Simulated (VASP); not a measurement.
# CdS (F-43m) in VASP: single point with PBE

Aim: the single point of CdS with PBE.

Program: VASP 6.6.1. These are calculated values, not measurements. Logs are shortened: lines on timing, memory, paths and dates and some standing lists are left out, and cuts for length are marked.

### Step 1. The cell of the first run

It takes space group F-43m (No. 216, cubic). The conventional cell has a = 5.833 Å, b = 5.833 Å, c = 5.833 Å, α = 90.00°, β = 90.00°, γ = 90.00°. Within 3.3 Å of Cd (site symmetry -43m) lie 4 S at 2.53 Å. Within 3.3 Å of S (site symmetry -43m) lie 4 Cd at 2.53 Å.

### Step 2. Single point, PBE

INCAR reads:

```
SYSTEM = CdS
PREC = Accurate ; ENCUT = 500
EDIFF = 1E-6 ; ISMEAR = 0
SIGMA = 0.01 ; LREAL = .FALSE.
LASPH = .TRUE. ; NELM = 120
ALGO = Normal ; ISIF = 2
LWAVE = .FALSE. ; LCHARG = .FALSE.
GGA = PE ; NBANDS = 16
GGA_COMPAT = .FALSE.
```

KPOINTS reads:

```
Automatic mesh
0
G
  6 6 6
  0 0 0
```

POSCAR reads:

```
CdS
1.0
    0.0000000000      2.9165000000      2.9165000000
    2.9165000000      0.0000000000      2.9165000000
    2.9165000000      2.9165000000      0.0000000000
Cd S
1 1
Direct
    0.0000000000      0.0000000000      0.0000000000
    0.7500000000      0.7500000000      0.7500000000
```

Potentials or basis: VASP PAW PBE potentials, release 64 (Cd, S).

The run is started by

```console
$ cat potpaw_PBE.64/Cd/POTCAR potpaw_PBE.64/S/POTCAR > POTCAR
$ mpirun -np 1 vasp_std > vasp.out
```

OUTCAR:

```text
SYSTEM = CdS
   PREC = Accurate
   ENCUT = 500
   EDIFF = 1E-6
   ISMEAR = 0
   LREAL = .FALSE.
   LASPH = .TRUE.
   NELM = 120
   ISIF = 2
   GGA = PE

 ion  position               nearest neighbor table
   1  0.000  0.000  0.000-   2 2.53   2 2.53   2 2.53   2 2.53
   2  0.750  0.750  0.750-   1 2.53   1 2.53   1 2.53   1 2.53

  LATTYP: Found a face centered cubic cell.
 ALAT       =     5.8330000000

  Lattice vectors:

 A1 = (   0.0000000000,   2.9165000000,   2.9165000000)
 A2 = (   2.9165000000,   0.0000000000,   2.9165000000)
 A3 = (   2.9165000000,   2.9165000000,   0.0000000000)

Analysis of symmetry for initial positions (statically):
=====================================================================
 Subroutine PRICEL returns:
 Original cell was already a primitive cell.

 Routine SETGRP: Setting up the symmetry group for a
 face centered cubic supercell.

 Subroutine GETGRP returns: Found 24 space group operations
 (whereof 24 operations were pure point group operations)
 out of a pool of 48 trial point group operations.

The static configuration has the point symmetry T_d .

Analysis of symmetry for dynamics (positions and initial velocities):
=====================================================================
 Subroutine PRICEL returns:
 Original cell was already a primitive cell.

 Routine SETGRP: Setting up the symmetry group for a
 face centered cubic supercell.

 Subroutine GETGRP returns: Found 24 space group operations
 (whereof 24 operations were pure point group operations)
 out of a pool of 48 trial point group operations.

The dynamic configuration has the point symmetry T_d .

 Subroutine INISYM returns: Found 24 space group operations
 (whereof 24 operations are pure point group operations),
 and found     1 'primitive' translations

----------------------------------------------------------------------------------------

                                     Primitive cell

  volume of cell :      49.6153

  direct lattice vectors                    reciprocal lattice vectors
     0.000000000  2.916500000  2.916500000    -0.171438368  0.171438368  0.171438368
     2.916500000  0.000000000  2.916500000     0.171438368 -0.171438368  0.171438368
     2.916500000  2.916500000  0.000000000     0.171438368  0.171438368 -0.171438368

  length of vectors
     4.124553855  4.124553855  4.124553855     0.296939964  0.296939964  0.296939964

  position of ions in fractional coordinates (direct lattice)
     0.000000000  0.000000000  0.000000000
     0.750000000  0.750000000  0.750000000

  ion indices of the primitive-cell ions
   primitive index   ion index
                 1           1
                 2           2

----------------------------------------------------------------------------------------

 KPOINTS: Automatic mesh

Automatic generation of k-mesh.
 Grid dimensions read from file:
 generate k-points for:    6    6    6

 Generating k-lattice:

  Cartesian coordinates                     Fractional coordinates (reciprocal lattice)
    -0.028573061  0.028573061  0.028573061     0.166666667  0.000000000  0.000000000
     0.028573061 -0.028573061  0.028573061     0.000000000  0.166666667  0.000000000
     0.028573061  0.028573061 -0.028573061     0.000000000  0.000000000  0.166666667

  Length of vectors
     0.049489994  0.049489994  0.049489994

  Shift w.r.t. Gamma in fractional coordinates (k-lattice)
     0.000000000  0.000000000  0.000000000

 Subroutine IBZKPT returns following result:
 ===========================================

 Found     16 irreducible k-points:

 Following reciprocal coordinates:
            Coordinates               Weight
  0.000000  0.000000  0.000000      1.000000
  0.166667  0.000000  0.000000      8.000000
  0.333333  0.000000  0.000000      8.000000
  0.500000  0.000000  0.000000      4.000000
  0.166667  0.166667  0.000000      6.000000
  0.333333  0.166667  0.000000     24.000000
[... 8 lines left out ...]
 -0.333333  0.333333  0.166667     24.000000
 -0.333333  0.500000  0.166667     12.000000
   k-points           NKPTS =     16   k-points in BZ     NKDIM =     16   number of bands    NBANDS=     16
   number of dos      NEDOS =    301   number of ions     NIONS =      2
   total plane-waves  NPLWV =  27000
   dimension x,y,z NGX =    30 NGY =   30 NGZ =   30
   dimension x,y,z NGXF=    60 NGYF=   60 NGZF=   60
   ions per type =               1   1
   NGX,Y,Z   is equivalent  to a cutoff of  12.09, 12.09, 12.09 a.u.
   NGXF,Y,Z  is equivalent  to a cutoff of  24.18, 24.18, 24.18 a.u.
 SYSTEM =  CdS
   PREC   = accura    normal or accurate (medium, high low for compatibility)
   ISTART =      0    job   : 0-new  1-cont  2-samecut
   ICHARG =      2    charge: 1-file 2-atom 10-const
   ISPIN  =      1    spin polarized calculation?
   LNONCOLLINEAR =      F non collinear calculations
   LSORBIT =      F    spin-orbit coupling
   LASPH  =      T    aspherical Exc in radial PAW
   ENCUT  =  500.0 eV  36.75 Ry    6.06 a.u.   7.52  7.52  7.52*2*pi/ulx,y,z
   NELM   =    120;   NELMIN=  2; NELMDL= -5     # of ELM steps
   EDIFF  = 0.1E-05   stopping-criterion for ELM
   LREAL  =      F    real-space projection
   EDIFFG = 0.1E-04   stopping-criterion for IOM
   NSW    =      0    number of steps for IOM
   IBRION =     -1    ionic relax: 0-MD 1-quasi-New 2-CG
   NFREE  =      0    steps in history (QN), initial steepest desc. (CG)
   ISIF   =      2    stress and relaxation
   ISYM   =      2    0-nonsym 1-usesym 2-fastsym
   POTIM  = 0.5000    time-step for ionic-motion
   TEBEG  =    0.0;   TEEND  =   0.0 temperature during run
   PSTRESS=    0.0 pullay stress
   NELECT =      18.0000    total number of electrons
   NUPDOWN=      -1.0000    fix difference up-down
   EMIN   =  10.00;   EMAX   =-10.00  energy-range for DOS
   EFERMI =   0.00;   METHOD = LEGACY
   ISMEAR =     0;   SIGMA  =   0.01  broadening in eV -4-tet -1-fermi 0-gaus
   EFERMI_NEDOS =   21; number of points for ismear=-14 and -15
   IALGO  =     38    algorithm
   IMIX   =      4    mixing-type and parameters
     AMIX     =   0.40;   BMIX     =  1.00
     AMIX_MAG =   1.60;   BMIX_MAG =  1.00
  volume/ion in A,a.u.               =      24.81       167.41
  Fermi-wavevector in a.u.,A,eV,Ry     =   1.167599  2.206442 18.548649  1.363287
  Thomas-Fermi vector in A             =   2.304097
   LORBIT       =      0    0 simple, 1 ext, 2 COOP (PROOUT), +10 PAW based schemes
   GGA     = PE    functional components
   LHFCALC =     F    Hartree Fock is set to
   AEXX    =    0.0000 exact exchange contribution
   IVDW    =     0    specifies the selected vdW correction
   LEPSILON=     F    determine dielectric tensor
   LRPA    =     F    only Hartree local field effects (RPA)
 non-spin polarized calculation
 Gauss-broadening in eV      SIGMA  =   0.01
  energy-cutoff  :      500.00
  volume of cell :       49.62
 maximum number of plane-waves:      1278
   NGX = 15   NGY = 15   NGZ = 15

 number of electron      18.0000003 magnetization

 Free energy of the ion-electron system (eV)
  ---------------------------------------------------
  ext. energy  EPLUGINS =         0.00000000
  ---------------------------------------------------
  free energy    TOTEN  =        -6.11898733 eV

  energy without entropy =       -6.11898733  energy(sigma->0) =       -6.11898733

 E-fermi :   1.3595     XC(G=0):  -9.1488

 val. band max:        1.3167345096   @ k =   0.0000   0.0000   0.0000
 cond. band min:       2.4652549318   @ k =   0.0000   0.0000   0.0000
 fundamental gap:      1.1485204221
 Fermi energy:         1.3594954343

 k-point     1 :       0.0000    0.0000    0.0000
  band No.  band energies     occupation
      1     -11.0530      2.00000
      2      -6.4136      2.00000
      3      -6.4136      2.00000
      4      -6.4136      2.00000
      5      -5.9339      2.00000
      6      -5.9339      2.00000
[... 8 lines left out ...]
     15      12.7961      0.00000
     16      12.7961      0.00000

 k-point     2 :       0.1667    0.0000    0.0000
  band No.  band energies     occupation
      1     -10.9468      2.00000
      2      -6.3759      2.00000
      3      -6.3759      2.00000
      4      -6.3139      2.00000
      5      -5.9346      2.00000
      6      -5.9346      2.00000
[... 8 lines left out ...]
     15      12.0107      0.00000
     16      13.1639      0.00000

 k-point     3 :       0.3333    0.0000    0.0000
  band No.  band energies     occupation
      1     -10.7334      2.00000
      2      -6.3143      2.00000
      3      -6.3143      2.00000
      4      -5.9428      2.00000
      5      -5.9172      2.00000
      6      -5.9172      2.00000
[... 8 lines left out ...]
     15      12.4301      0.00000
     16      12.4301      0.00000

 k-point     4 :       0.5000    0.0000    0.0000
  band No.  band energies     occupation
      1     -10.6275      2.00000
      2      -6.2932      2.00000
      3      -6.2932      2.00000
      4      -5.8960      2.00000
      5      -5.8960      2.00000
      6      -5.5537      2.00000
[... 8 lines left out ...]
     15      13.8664      0.00000
     16      13.8664      0.00000
[... 172 lines left out ...]
 k-point    14 :       0.5000    0.3333    0.1667
  band No.  band energies     occupation
      1     -10.5975      2.00000
      2      -6.2245      2.00000
      3      -6.2165      2.00000
      4      -6.0306      2.00000
      5      -5.8942      2.00000
      6      -5.6429      2.00000
[... 8 lines left out ...]
     15      14.3325      0.00000
     16      14.5525      0.00000

 k-point    15 :      -0.3333    0.3333    0.1667
  band No.  band energies     occupation
      1     -10.5303      2.00000
      2      -6.2206      2.00000
      3      -6.1776      2.00000
      4      -5.9747      2.00000
      5      -5.9155      2.00000
      6      -5.3773      2.00000
[... 8 lines left out ...]
     15      13.8052      0.00000
     16      14.6422      0.00000

 k-point    16 :      -0.3333    0.5000    0.1667
  band No.  band energies     occupation
      1     -10.4975      2.00000
      2      -6.1852      2.00000
      3      -6.1407      2.00000
      4      -6.0117      2.00000
      5      -5.8918      2.00000
      6      -5.3468      2.00000
[... 8 lines left out ...]
     15      14.5185      0.00000
     16      14.6368      0.00000

------------------------ aborting loop because EDIFF is reached ----------------------------------------

  FORCE on cell =-STRESS in cart. coord.  units (eV):
  Direction    XX          YY          ZZ          XY          YZ          ZX
  --------------------------------------------------------------------------------------
  -------------------------------------------------------------------------------------
  Total        0.9930228      0.9930228      0.9930228     -0.0000000      0.0000000      0.0000000
  in kB       32.0666692     32.0666692     32.0666692     -0.0000000      0.0000000      0.0000000
  external PRESSURE =      32.0666692 kB  Pullay stress =       0.0000000 kB

 VOLUME and BASIS-vectors are now :
 -----------------------------------------------------------------------------
  energy-cutoff  :      500.00
  volume of cell :       49.62
      direct lattice vectors                 reciprocal lattice vectors
     0.000000000  2.916500000  2.916500000    -0.171438368  0.171438368  0.171438368
     2.916500000  0.000000000  2.916500000     0.171438368 -0.171438368  0.171438368
     2.916500000  2.916500000  0.000000000     0.171438368  0.171438368 -0.171438368

 POSITION                                       TOTAL-FORCE (eV/Angst)
 -----------------------------------------------------------------------------------
      0.00000      0.00000      0.00000         0.000000      0.000000      0.000000
      4.37475      4.37475      4.37475        -0.000000     -0.000000     -0.000000
 -----------------------------------------------------------------------------------
    total drift:                                0.000000      0.000000      0.000000

  FREE ENERGIE OF THE ION-ELECTRON SYSTEM (eV)
  ---------------------------------------------------
  free  energy   TOTEN  =        -6.1189873317 eV

  energy  without entropy=       -6.1189873317  energy(sigma->0) =       -6.11898733
```

It took 12 s on 1 thread of Intel Xeon Platinum 8259CL at 2.50GHz (Skylake/Cascade Lake), shared host; peak memory 0.16 GiB.

Results:

| Item | Value |
| --- | --- |
| Free energy | -6.1190 eV |
| Pressure | 3.2 GPa |
| Band gap on the k mesh | 1.15 eV |

Caveat: the cell stands under pressure.
